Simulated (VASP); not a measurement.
# MgI2 (P-3m1) in VASP: further runs, part 3 of 3

VASP 6.6.1. Earlier steps stand in the parts before.

### Step 6. Single point, LDA (atoms shifted along a free coordinate)

The input, INCAR:

```
SYSTEM = MgI2
ALGO = Normal ; EDIFF = 1E-6
ENCUT = 520 ; ISIF = 2
ISMEAR = 0 ; LASPH = .TRUE.
LCHARG = .FALSE. ; LREAL = .FALSE.
LWAVE = .FALSE. ; NBANDS = 15
NELM = 80 ; PREC = Accurate
SIGMA = 0.05
```

The input, KPOINTS:

```
k-points
0
G
  6 6 4
  0 0 0
```

The input, POSCAR:

```
MgI2
1.0
    4.1134023628      0.0000000000      0.0000000000
   -2.0567011814      3.5623109422      0.0000000000
    0.0000000000      0.0000000000      6.7474938499
Mg I
1 2
Direct
    0.0000000000      0.0000000000      0.0000000000
    0.3333333333      0.6666666667      0.7299223370
    0.6666666667      0.3333333333      0.2700776630
```

Potentials or basis: VASP PAW LDA potentials, release 64 (Mg, I).

Started as:

```sh
$ cat potpaw_LDA.64/Mg/POTCAR potpaw_LDA.64/I/POTCAR > POTCAR
$ mpirun -np 1 vasp_std > vasp.out
```

OUTCAR:

```text
SYSTEM = MgI2
   EDIFF = 1E-6
   ENCUT = 520
   ISIF = 2
   ISMEAR = 0
   LASPH = .TRUE.
   LREAL = .FALSE.
   NELM = 80
   PREC = Accurate

 ion  position               nearest neighbor table
   1  0.000  0.000  0.000-   2 2.99   3 2.99   3 2.99   2 2.99   3 2.99   2 2.99
   2  0.333  0.667  0.730-   1 2.99   1 2.99   1 2.99
   3  0.667  0.333  0.270-   1 2.99   1 2.99   1 2.99

  LATTYP: Found a hexagonal cell.
 ALAT       =     4.1134023628
 C/A-ratio  =     1.6403680590

  Lattice vectors:

 A1 = (   4.1134023628,   0.0000000000,   0.0000000000)
 A2 = (  -2.0567011814,   3.5623109422,   0.0000000000)
 A3 = (   0.0000000000,   0.0000000000,   6.7474938499)

Analysis of symmetry for initial positions (statically):
=====================================================================
 Subroutine PRICEL returns:
 Original cell was already a primitive cell.

 Routine SETGRP: Setting up the symmetry group for a
 hexagonal supercell.

 Subroutine GETGRP returns: Found 12 space group operations
 (whereof 12 operations were pure point group operations)
 out of a pool of 24 trial point group operations.

The static configuration has the point symmetry D_3d.

Analysis of symmetry for dynamics (positions and initial velocities):
=====================================================================
 Subroutine PRICEL returns:
 Original cell was already a primitive cell.

 Routine SETGRP: Setting up the symmetry group for a
 hexagonal supercell.

 Subroutine GETGRP returns: Found 12 space group operations
 (whereof 12 operations were pure point group operations)
 out of a pool of 24 trial point group operations.

The dynamic configuration has the point symmetry D_3d.

 Subroutine INISYM returns: Found 12 space group operations
 (whereof 12 operations are pure point group operations),
 and found     1 'primitive' translations

----------------------------------------------------------------------------------------

                                     Primitive cell

[... 123 lines left out ...]
 Gauss-broadening in eV      SIGMA  =   0.05
  energy-cutoff  :      520.00
  volume of cell :       98.87
 maximum number of plane-waves:      2702
 NGX is ok and might be reduce to    32
   NGX = 15   NGY = 15   NGZ = 25

 number of electron      16.0000001 magnetization

 Free energy of the ion-electron system (eV)
  ---------------------------------------------------
  ext. energy  EPLUGINS =         0.00000000
  ---------------------------------------------------
  free energy    TOTEN  =        -8.92988827 eV

  energy without entropy =       -8.92988827  energy(sigma->0) =       -8.92988827

 E-fermi :   2.9322     XC(G=0):  -8.7777

 val. band max:        2.6637788596   @ k =   0.0000   0.0000   0.0000
 cond. band min:       5.6871794781   @ k =   0.3333   0.3333   0.0000
 fundamental gap:      3.0234006186
 Fermi energy:         2.9321528465

 k-point     1 :       0.0000    0.0000    0.0000
  band No.  band energies     occupation
      1      -9.5879      2.00000
      2      -8.8330      2.00000
      3      -1.3309      2.00000
      4       2.2417      2.00000
      5       2.2417      2.00000
      6       2.5788      2.00000
      7       2.6638      2.00000
      8       2.6638      2.00000
      9       5.7306      0.00000
     10       7.3489      0.00000
     11       9.4001      0.00000
     12       9.4001      0.00000
     13       9.7639      0.00000
     14      10.9104      0.00000
[... 401 lines left out ...]
      2      -8.6512      2.00000
      3      -0.3482      2.00000
      4      -0.2986      2.00000
      5      -0.2986      2.00000
      6       0.0932      2.00000
      7       2.0610      2.00000
      8       2.0610      2.00000
      9       6.8968      0.00000
     10       7.6091      0.00000
     11       7.6091      0.00000
     12       9.2050      0.00000
     13      10.7853      0.00000
     14      11.5973      0.00000
     15      11.5983      0.00000

------------------------ aborting loop because EDIFF is reached ----------------------------------------

  FORCE on cell =-STRESS in cart. coord.  units (eV):
  Direction    XX          YY          ZZ          XY          YZ          ZX
  --------------------------------------------------------------------------------------
  -------------------------------------------------------------------------------------
  Total       -1.3233187     -1.3233187     -2.5258351      0.0000000     -0.0000000      0.0000000
  in kB      -21.4436906    -21.4436906    -40.9298413      0.0000000     -0.0000000      0.0000000
  external PRESSURE =     -27.9390741 kB  Pullay stress =       0.0000000 kB

 VOLUME and BASIS-vectors are now :
 -----------------------------------------------------------------------------
  energy-cutoff  :      520.00
  volume of cell :       98.87
      direct lattice vectors                 reciprocal lattice vectors
     4.113402363  0.000000000  0.000000000     0.243107752  0.140358326  0.000000000
    -2.056701181  3.562310942  0.000000000     0.000000000  0.280716652  0.000000000
     0.000000000  0.000000000  6.747493850     0.000000000  0.000000000  0.148203173

 POSITION                                       TOTAL-FORCE (eV/Angst)
 -----------------------------------------------------------------------------------
      0.00000      0.00000      0.00000        -0.000000      0.000000      0.000000
     -0.00000      2.37487      4.92515        -0.000000      0.000000      0.886094
      2.05670      1.18744      1.82235         0.000000     -0.000000     -0.886094
 -----------------------------------------------------------------------------------
    total drift:                               -0.000000      0.000000      0.000000

  FREE ENERGIE OF THE ION-ELECTRON SYSTEM (eV)
  ---------------------------------------------------
  free  energy   TOTEN  =        -8.9298882721 eV

  energy  without entropy=       -8.9298882721  energy(sigma->0) =       -8.92988827
```

Run time: 42 s. Hardware: 1 thread of Intel Xeon 8259CL, shared host; peak memory 0.2 GiB.

Results:

| Property | Result |
| --- | --- |
| Free energy | -8.9299 eV |
| Pressure | -2.8 GPa |
| Largest force | 0.886 eV/Å |
| Band gap on the k mesh | 3.02 eV (least direct gap 3.07 eV) |

Forces in eV/Å, atoms in the order of the input:
```
Mg   0.000  0.000  0.000
I    0.000  0.000  0.886
I    0.000  0.000 -0.886
```

Caveat: the cell differs from its parent crystal (atoms shifted along a free coordinate); spin-orbit coupling is left out, which moves the levels of the heavy elements. A k mesh can miss the band edges.

### Step 7. Overview

```csv
cell,gap on the mesh (eV),pressure (GPa),largest force (eV/Å)
"a = 4.077, b = 4.077, c = 6.689 Å, angles 90.0, 90.0, 120.0°, 3 atoms, atomic positions A",3.21,-1.5,0.56
"a = 4.077, b = 4.077, c = 6.689 Å, angles 90.0, 90.0, 120.0°, 3 atoms, atomic positions B",3.33,1.8,0.60
"a = 4.077, b = 4.077, c = 6.689 Å, angles 90.0, 90.0, 120.0°, 3 atoms, atomic positions C",3.32,-0.1,0.01
"a = 4.113, b = 4.113, c = 6.747 Å, angles 90.0, 90.0, 120.0°, 3 atoms, atomic positions D",3.33,-0.2,0.14
"a = 4.113, b = 4.113, c = 6.747 Å, angles 90.0, 90.0, 120.0°, 3 atoms, atomic positions E",3.02,-2.8,0.89
```

Alike in all rows: task single point; level LDA; potentials or basis VASP PAW LDA potentials, release 64 (Mg, I); no spin polarisation; k mesh 6 × 6 × 4; cutoff (eV) 520; smearing gaussian 0.05 eV.

Caveats: spin-orbit coupling is left out, which moves the levels of the heavy elements.

Absolute energies hang on the potentials; compare differences alone.
